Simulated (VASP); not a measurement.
Write the native input for VASP 6.6.1 that does the following.

- Task: electric field gradients
- Functional: PBEsol
- Potentials or basis: VASP PAW PBE potentials, release 64 (Cd, S)
- Cutoff: 520 eV
- k mesh: 7 × 7 × 7
- Occupations: fermi-dirac, width 0.02 eV
- Spin: no spin polarisation
- Dipole correction: no
- Further INCAR settings: ALGO = Normal; EDIFF = 1e-08; NBANDS = 16

The structure of CdS lies in POSCAR:

```
CdS
1.0
    0.0000000000      2.9031789477      2.9031789477
    2.9031789477      0.0000000000      2.9031789477
    2.9031789477      2.9031789477      0.0000000000
Cd S
1 1
Direct
    0.0000000000      0.0000000000      0.0000000000
    0.7500000000      0.7500000000      0.7500000000
```

This cell differs from its parent crystal: volume scaled by 0.96.

The input as run:

INCAR

```
SYSTEM = CdS
ALGO = Normal
EDIFF = 1E-8
ENCUT = 520
GGA = PS
ISIF = 2
ISMEAR = -1
LASPH = .True.
LCHARG = .False.
LEFG = .True.
LREAL = .False.
LWAVE = .False.
NBANDS = 16
NELM = 60
PREC = Accurate
SIGMA = 0.02
```

KPOINTS

```
k-points
0
Gamma
  7 7 7
  0 0 0
```

Potentials or basis: VASP PAW PBE potentials, release 64 (Cd, S).

The run is started by

```sh
$ cat potpaw_PBE.64/Cd/POTCAR potpaw_PBE.64/S/POTCAR > POTCAR
$ mpirun -np 1 vasp_std > vasp.out
```

It gave:

| Property | Result |
| --- | --- |
| Pressure | 1.0 GPa |
| Band gap on the k mesh | 1.04 eV, direct |

Caveat: without QUAD_EFG the Cq values of the log hold for a quadrupole moment of 1 mb, not for the nuclei; the PAW data sets were made with another functional, which shifts forces and pressure a little.

It took 16 s on 1 thread of Intel(R) Xeon(R) Platinum 8488C (Sapphire Rapids), on a shared host, peak memory 0.18 GiB.
